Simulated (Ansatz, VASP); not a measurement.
## Ga in VASP and in Ansatz

File INCAR:

```
PREC = Accurate
ENCUT = 520
EDIFF = 1E-6
ISMEAR = -1
SIGMA = 0.1
LREAL = False
LASPH = True
NELM = 80
ALGO = Normal
ISIF = 2
LWAVE = False
LCHARG = True
GGA = PE
LELF = True
LVHAR = True
NBANDS = 12
```

KPOINTS

```
Automatic mesh
0
Gamma
  18 18 18
```

POSCAR

```
Ga
1.0
   -1.5023514815      1.5023514815      1.5023514815
    1.5023514815     -1.5023514815      1.5023514815
    1.5023514815      1.5023514815     -1.5023514815
Ga
1
Direct
    0.0000000000      0.0000000000      0.0000000000
```

Input for Ansatz:

```yaml
crystal:
  lattice:
    - [-1.5023514815, 1.5023514815, 1.5023514815]
    - [1.5023514815, -1.5023514815, 1.5023514815]
    - [1.5023514815, 1.5023514815, -1.5023514815]
  atoms:
    - { symbol: Ga, position: [0.0, 0.0, 0.0] }
kpoints:
  mp_grid: { grid: [18, 18, 18] }
scf:
  occupations: { method: fermi_dirac, width: 0.1 }
hamiltonian:
  xc: pbe
  pseudopotentials: { kind: paw }
output:
  forces: true
  stress: true
  eigenvalues: true
  write_density: true
  write_potential: true
  elf: true
  volumetric_format: npy
```

Change from the starting cell: volume scaled by 0.707, to set the pressure.

Alike in both runs: task single point; functional PBE; k mesh 18 × 18 × 18; occupations fermi-dirac, width 0.1 eV; no spin polarisation.

|  | VASP | Ansatz |
| --- | --- | --- |
| version | VASP 6.6.1 | Ansatz 0.2.0 |
| potentials or method | VASP PAW PBE potentials, release 64 (Ga_d) | PAW with Ansatz's default frozen-core files, scalar-relativistic |
| plane-wave cutoff (eV) | 520 | 420 |
| valence electrons in the cell | 13 | 13 |

```tsv
	VASP	Ansatz	Ansatz less VASP
pressure (GPa)	39.3	39.0	-0.33
```

Both programs put the cell under a high pressure, so it lies far from rest at this level.
